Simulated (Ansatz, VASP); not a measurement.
## One calculation of BaV2, two programs

```
Ba V
1.0
     0.00000    3.97141    3.97141
     3.97141    0.00000    3.97141
     3.97141    3.97141    0.00000
Ba V
2 4
Direct
  0.00000 0.00000 0.00000
  0.25000 0.25000 0.25000
  0.62500 0.62500 0.62500
  0.12500 0.62500 0.62500
  0.62500 0.62500 0.12500
  0.62500 0.12500 0.62500
```

Alike in both runs: functional PBE; k mesh 8 × 8 × 8; occupations gaussian, width 0.1 eV; no spin polarisation.

Ansatz relaxed the structure, and its values are those at the end. VASP's run is a single point on that final structure, the one shown.

```csv
,VASP,Ansatz
version,VASP 6.6.1,Ansatz 0.2.0
potentials or method,"VASP PAW PBE potentials, release 64 (Ba_sv, V_sv), cutoff 520 eV","scalar-relativistic, plane waves, PAW"
valence electrons in the cell,72,72
```

```csv
,VASP,Ansatz,Ansatz less VASP
gap on the k mesh at the Fermi level (eV),none,none,-
pressure (GPa),1.3,0.0,-1.33
```

A gap of «none» marks a metal or a gap that the smearing closes. With one functional, cell and mesh, what is left measures potentials, basis and numerics.

Spin-orbit coupling is off throughout.
